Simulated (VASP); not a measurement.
Wanted: the native input for a VASP 6.6.1 run.

* Task: single point
* Functional: r2SCAN
* Potentials or basis: VASP PAW PBE potentials, release 64 (K_sv, Br)
* Cutoff: 520 eV
* k mesh: 6 × 6 × 6
* Occupations: gaussian, width 0.01 eV
* Spin: no spin polarisation
* Dipole correction: no
* Further INCAR settings: ALGO = Normal; EDIFF = 1e-07; NBANDS = 15

The system is KBr.

```xyz
2
Lattice="0.0000 3.3022 3.3022 3.4515 0.0000 3.3022 3.4515 3.3022 0.0000" Properties=species:S:1:pos:R:3 pbc="T T T"
K     0.0000    0.0000    0.0000
Br    3.4515    3.3022    3.3022
```

This cell differs from its parent crystal: uniaxial x strain +4.5%.

One way to write it, as run:

POSCAR

```
KBr
1.0
    0.0000000000      3.3022478201      3.3022478201
    3.4515094216      0.0000000000      3.3022478201
    3.4515094216      3.3022478201      0.0000000000
K Br
1 1
Direct
    0.0000000000      0.0000000000      0.0000000000
    0.5000000000      0.5000000000      0.5000000000
```

INCAR.step1

```
PREC = Accurate
ENCUT = 520
ISMEAR = 0
SIGMA = 0.01
LREAL = F
LASPH = T
NELM = 60
NBANDS = 15
GGA = PE
ALGO = Normal
EDIFF = 1E-4
LWAVE = T
LCHARG = F
```

INCAR.step2

```
PREC = Accurate
ENCUT = 520
EDIFF = 1E-7
ISMEAR = 0
SIGMA = 0.01
LREAL = F
LASPH = T
NELM = 60
ALGO = Normal
ISIF = 2
LWAVE = F
LCHARG = F
METAGGA = R2SCAN
LMIXTAU = T
NBANDS = 15
ISTART = 1
```

KPOINTS

```
regular mesh
0
Gamma
  6 6 6
```

Potentials or basis: VASP PAW PBE potentials, release 64 (K_sv, Br).

The run is started by

```sh
$ cat potpaw_PBE.64/K_sv/POTCAR potpaw_PBE.64/Br/POTCAR > POTCAR
$ cp INCAR.step1 INCAR
$ mpirun -np 1 vasp_std > vasp.out
$ cp INCAR.step2 INCAR
$ mpirun -np 1 vasp_std > vasp.out
```

It gave:

* Pressure: -0.5 GPa
* Band gap on the k mesh: 4.94 eV

Caveat: the cell differs from its parent crystal (uniaxial x strain +4.5%); the PAW data sets were made with another functional, which shifts forces and pressure a little.

Wall time 88 s on 1 thread of Intel(R) Xeon(R) Platinum 8488C (Sapphire Rapids), on a shared host, peak memory 0.23 GiB.
